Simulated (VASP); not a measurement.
# BAs in VASP: further runs, part 2 of 3

VASP 6.6.1.

**3. Single point, PBE (uniaxial z strain -3.0%)**

Contents of INCAR:

```
SYSTEM = BAs
PREC = Accurate ; ENCUT = 520
EDIFF = 1E-7 ; ISMEAR = 0
SIGMA = 0.01 ; LREAL = .False.
LASPH = .True. ; NELM = 80
ALGO = Normal ; ISIF = 2
LWAVE = .False. ; LCHARG = .True.
GGA = PE ; LELF = .True.
LVHAR = .True. ; NBANDS = 11
```

Contents of KPOINTS:

```
Automatic mesh
0
Gamma
  6 6 6
  0 0 0
```

Contents of POSCAR:

```
BAs
1.0
    0.0000000000      2.3918676041      2.3201115760
    2.3918676041      0.0000000000      2.3201115760
    2.3918676041      2.3918676041      0.0000000000
B As
1 1
Direct
    0.0000000000      0.0000000000      0.0000000000
    0.2500000000      0.2500000000      0.2500000000
```

Potentials or basis: VASP PAW PBE potentials, release 64 (B, As).

On the command line:

```bash
cat potpaw_PBE.64/B/POTCAR potpaw_PBE.64/As/POTCAR > POTCAR
mpirun -np 1 vasp_std > vasp.out
```

OUTCAR:

```text
SYSTEM = BAs
   PREC = Accurate
   ENCUT = 520
   EDIFF = 1E-7
   ISMEAR = 0
   LREAL = .False.
   LASPH = .True.
   NELM = 80
   ISIF = 2
   GGA = PE

 ion  position               nearest neighbor table
   1  0.000  0.000  0.000-   2 2.05   2 2.05   2 2.05   2 2.05
   2  0.250  0.250  0.250-   1 2.05   1 2.05   1 2.05   1 2.05

  LATTYP: Found a body centered tetragonal cell.
 ALAT       =     3.3826116051
 C/A-ratio  =     1.3717871555

  Lattice vectors:

 A1 = (   0.0000000000,  -2.3918676041,  -2.3201115760)
 A2 = (   0.0000000000,   2.3918676041,  -2.3201115760)
 A3 = (   2.3918676041,   0.0000000000,   2.3201115760)

Analysis of symmetry for initial positions (statically):
=====================================================================
 Subroutine PRICEL returns:
 Original cell was already a primitive cell.

 Routine SETGRP: Setting up the symmetry group for a
 body centered tetragonal supercell.

 Subroutine GETGRP returns: Found  8 space group operations
 (whereof  8 operations were pure point group operations)
 out of a pool of 16 trial point group operations.

The static configuration has the point symmetry D_2d.

Analysis of symmetry for dynamics (positions and initial velocities):
=====================================================================
 Subroutine PRICEL returns:
 Original cell was already a primitive cell.

 Routine SETGRP: Setting up the symmetry group for a
 body centered tetragonal supercell.

 Subroutine GETGRP returns: Found  8 space group operations
 (whereof  8 operations were pure point group operations)
 out of a pool of 16 trial point group operations.

The dynamic configuration has the point symmetry D_2d.

 Subroutine INISYM returns: Found  8 space group operations
 (whereof  8 operations are pure point group operations),
 and found     1 'primitive' translations

----------------------------------------------------------------------------------------

[... 119 lines left out ...]
   AEXX    =    0.0000 exact exchange contribution
   IVDW    =     0    specifies the selected vdW correction
   LEPSILON=     F    determine dielectric tensor
   LRPA    =     F    only Hartree local field effects (RPA)
 non-spin polarized calculation
 Gauss-broadening in eV      SIGMA  =   0.01
  energy-cutoff  :      520.00
  volume of cell :       26.55
 maximum number of plane-waves:       740
 NGX is ok and might be reduce to    28
   NGX = 13   NGY = 13   NGZ = 13

 number of electron       8.0000001 magnetization

 Free energy of the ion-electron system (eV)
  ---------------------------------------------------
  ext. energy  EPLUGINS =         0.00000000
  ---------------------------------------------------
  free energy    TOTEN  =       -11.35312965 eV

  energy without entropy =      -11.35312965  energy(sigma->0) =      -11.35312965

 E-fermi :   6.7248     XC(G=0): -10.6963

 val. band max:        6.6188157809   @ k =   0.0000   0.0000   0.0000
 cond. band min:       7.4140017261   @ k =   0.3333   0.3333   0.0000
 fundamental gap:      0.7951859453
 Fermi energy:         6.7248376903

 k-point     1 :       0.0000    0.0000    0.0000
  band No.  band energies     occupation
      1      -9.2192      2.00000
      2       6.3293      2.00000
      3       6.3293      2.00000
      4       6.6188      2.00000
      5       9.6066      0.00000
      6       9.8053      0.00000
      7       9.8053      0.00000
      8      11.4391      0.00000
      9      16.1417      0.00000
     10      19.0587      0.00000
     11      19.8447      0.00000
[... 309 lines left out ...]
 k-point    24 :       0.5000    0.0000    0.3333
  band No.  band energies     occupation
      1      -5.5445      2.00000
      2      -1.4500      2.00000
      3       1.2983      2.00000
      4       2.7635      2.00000
      5       8.3680      0.00000
      6      10.4702      0.00000
      7      15.7078      0.00000
      8      16.4111      0.00000
      9      18.8152      0.00000
     10      22.2095      0.00000
     11      22.9963      0.00000

 [... further k-points ...]

------------------------ aborting loop because EDIFF is reached ----------------------------------------

  FORCE on cell =-STRESS in cart. coord.  units (eV):
  Direction    XX          YY          ZZ          XY          YZ          ZX
  --------------------------------------------------------------------------------------
  -------------------------------------------------------------------------------------
  Total        0.9076906      0.9076906      1.9118827      0.0000000      0.0000000     -0.0000000
  in kB       54.7816736     54.7816736    115.3874811      0.0000000      0.0000000     -0.0000000
  external PRESSURE =      74.9836095 kB  Pullay stress =       0.0000000 kB

 VOLUME and BASIS-vectors are now :
 -----------------------------------------------------------------------------
  energy-cutoff  :      520.00
  volume of cell :       26.55
      direct lattice vectors                 reciprocal lattice vectors
     0.000000000  2.391867604  2.320111576    -0.209041671  0.209041671  0.215506877
     2.391867604  0.000000000  2.320111576     0.209041671 -0.209041671  0.215506877
     2.391867604  2.391867604  0.000000000     0.209041671  0.209041671 -0.215506877

 POSITION                                       TOTAL-FORCE (eV/Angst)
 -----------------------------------------------------------------------------------
      0.00000      0.00000      0.00000         0.000000      0.000000      0.000000
      1.19593      1.19593      1.16006        -0.000000     -0.000000      0.000000
 -----------------------------------------------------------------------------------
    total drift:                               -0.000000     -0.000000     -0.000000

  FREE ENERGIE OF THE ION-ELECTRON SYSTEM (eV)
  ---------------------------------------------------
  free  energy   TOTEN  =       -11.3531296522 eV

  energy  without entropy=      -11.3531296522  energy(sigma->0) =      -11.35312965
```

OSZICAR:

```text
N       E                     dE             d eps       ncg     rms          rms(c)
DAV:   1     0.115020912425E+02    0.11502E+02   -0.37405E+03   660   0.643E+02
DAV:   2    -0.113652519774E+02   -0.22867E+02   -0.21811E+02   856   0.105E+02
DAV:   3    -0.120472368263E+02   -0.68198E+00   -0.68008E+00   829   0.168E+01
DAV:   4    -0.120489815272E+02   -0.17447E-02   -0.17446E-02   732   0.979E-01
DAV:   5    -0.120489841632E+02   -0.26360E-05   -0.26360E-05   806   0.400E-02    0.513E+00
DAV:   6    -0.114265585612E+02    0.62243E+00   -0.16706E+00   696   0.534E+00    0.249E+00
DAV:   7    -0.113599088890E+02    0.66650E-01   -0.21371E-01   776   0.226E+00    0.101E+00
DAV:   8    -0.113526539571E+02    0.72549E-02   -0.21213E-02   735   0.834E-01    0.102E-01
DAV:   9    -0.113529672445E+02   -0.31329E-03   -0.76552E-04   780   0.163E-01    0.619E-02
DAV:  10    -0.113531240816E+02   -0.15684E-03   -0.19374E-04   704   0.854E-02    0.124E-02
DAV:  11    -0.113531295368E+02   -0.54552E-05   -0.50022E-06   812   0.152E-02    0.109E-02
DAV:  12    -0.113531295942E+02   -0.57371E-07   -0.25921E-06   699   0.884E-03    0.396E-03
DAV:  13    -0.113531296522E+02   -0.57988E-07   -0.81473E-08   678   0.186E-03
   1 F= -.11353130E+02 E0= -.11353130E+02  d E =-.397621E-53
```

stdout:

```text
POSCAR found type information on POSCAR B As
 POSCAR found :  2 types and       2 ions
 scaLAPACK will be used
 LDA part: xc-table for (Slater+PW92), standard interpolation
 POSCAR, INCAR and KPOINTS ok, starting setup
 FFT: planning ... GRIDC
 FFT: planning ... GRID_SOFT
 FFT: planning ... GRID
 WAVECAR not read
 entering main loop
```

It took 17 s on 1 thread of Intel Xeon Platinum 8259CL at 2.50GHz (Skylake/Cascade Lake), shared host; peak memory 0.15 GiB.

Results:

```
Free energy            : -11.3531 eV
Pressure               : 7.5 GPa
Band gap on the k mesh : 0.80 eV, indirect (least direct gap 2.99 eV)
```

Stress tensor (GPa, compression positive):
```
 5.48  0.00  0.00
 0.00  5.48  0.00
 0.00  0.00 11.54
```

Caveat: the cell differs from its parent crystal (uniaxial z strain -3.0%). A k mesh can miss the band edges.

(Continued in part 3 of 3.)
